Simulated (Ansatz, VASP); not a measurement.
Sr in VASP and in Ansatz

File INCAR:

```
SYSTEM = Sr
AGGAC = 1.0 ; AGGAX = 1.0
ALDAC = 0.0 ; ALDAX = 1.0
ALGO = Normal ; EDIFF = 1E-6
ENCUT = 520 ; GGA = B5
ISIF = 2 ; ISMEAR = -1
LASPH = .True. ; LCHARG = .False.
LREAL = .False. ; LWAVE = .False.
NBANDS = 17 ; NELM = 60
PREC = Accurate ; SIGMA = 0.1
```

File KPOINTS:

```
k-points
0
Gamma
  10 10 5
  0 0 0
```

POSCAR

```
Sr
1.0
    4.3696928311      0.0000000000      0.0000000000
   -2.1848464155      3.7842649985      0.0000000000
    0.0000000000      0.0000000000      7.1386003314
Sr
2
Direct
    0.3333333333      0.6666666667      0.2500000000
    0.6666666667      0.3333333333      0.7500000000
```

Input for Ansatz:

```yaml
crystal:
  lattice:
    - [4.3696928311, 0.0, 0.0]
    - [-2.1848464155, 3.7842649985, 0.0]
    - [0.0, 0.0, 7.1386003314]
  atoms:
    - { symbol: Sr, position: [0.3333333333, 0.6666666667, 0.25] }
    - { symbol: Sr, position: [0.6666666667, 0.3333333333, 0.75] }
hamiltonian:
  xc: blyp
  pseudopotentials:
    kind: paw
    azcp:
      Sr: "pseudopotentials/Sr.paw.azcp"
basis:
  ecutwfc: 420
  fft_grid_basis: typed
kpoints:
  mp_grid: { grid: [10, 10, 5], shift: [0, 0, 0] }
magnetization:
  spin_polarized: false
scf:
  occupations: { method: fermi_dirac, width: 0.1 }
  lower_state_search: "off"
output:
  stress: true
  write_density: true
  write_potential: true
  elf: true
  volumetric_format: npy
```

Alike in both runs: task single point; functional BLYP; k mesh 10 × 10 × 5; occupations fermi-dirac, width 0.1 eV; no spin polarisation.

```csv
,VASP,Ansatz
version,VASP 6.6.1,Ansatz 0.2.0
potentials or method,"VASP PAW PBE potentials, release 64 (Sr_sv), cutoff 520 eV","plane waves (420 eV) with PAW, scalar-relativistic"
valence electrons in the cell,20,20
```

```csv
,VASP,Ansatz,Ansatz less VASP
pressure (GPa),-0.4,-0.4,0.00
```

VASP's potentials were made for PBE, not for BLYP. The functional is the same, so the differences come from potentials, cutoffs and numerics.
